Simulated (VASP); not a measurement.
CoSi:

```
Co Si
1.0
     4.43800    0.00000    0.00000
     0.00000    4.43800    0.00000
     0.00000    0.00000    4.43800
Co Si
4 4
Direct
  0.86000 0.64000 0.36000
  0.64000 0.36000 0.86000
  0.36000 0.86000 0.64000
  0.14000 0.14000 0.14000
  0.15700 0.34300 0.65700
  0.34300 0.65700 0.15700
  0.65700 0.15700 0.34300
  0.84300 0.84300 0.84300
```

Base run:

- Program: VASP 6.6.1
- Functional: PBEsol
- Potentials or basis: VASP PAW PBE potentials, release 64 (Co, Si)
- Cutoff: 520 eV
- k mesh: 5 × 5 × 5
- Occupations: fermi-dirac, width 0.05 eV
- Spin: collinear spin, ferromagnetic start
- Starting moments: [2.5, 2.5, 2.5, 2.5, 0.0, 0.0, 0.0, 0.0] μB
- Fixed moment: 10 μB

Its results: pressure 27.6 GPa; site moments Co +2.05; Si +0.20 μB; largest force 0.674 eV/Å.

Question: The run is repeated on the same cell with these changes: fixed moment from 10 μB to 6 μB; moments at the start from [2.5, 2.5, 2.5, 2.5, 0.0, 0.0, 0.0, 0.0] to [1.5, 1.5, 1.5, 1.5, 0.0, 0.0, 0.0, 0.0]. What comes out?

Answer: Pressure 8.3 GPa; site moments Co +1.35; Si +0.07 μB; largest force 0.243 eV/Å.

Caveats: the PAW data sets were made with another functional, which shifts forces and pressure a little; the total moment is fixed, so each spin has its own Fermi level.
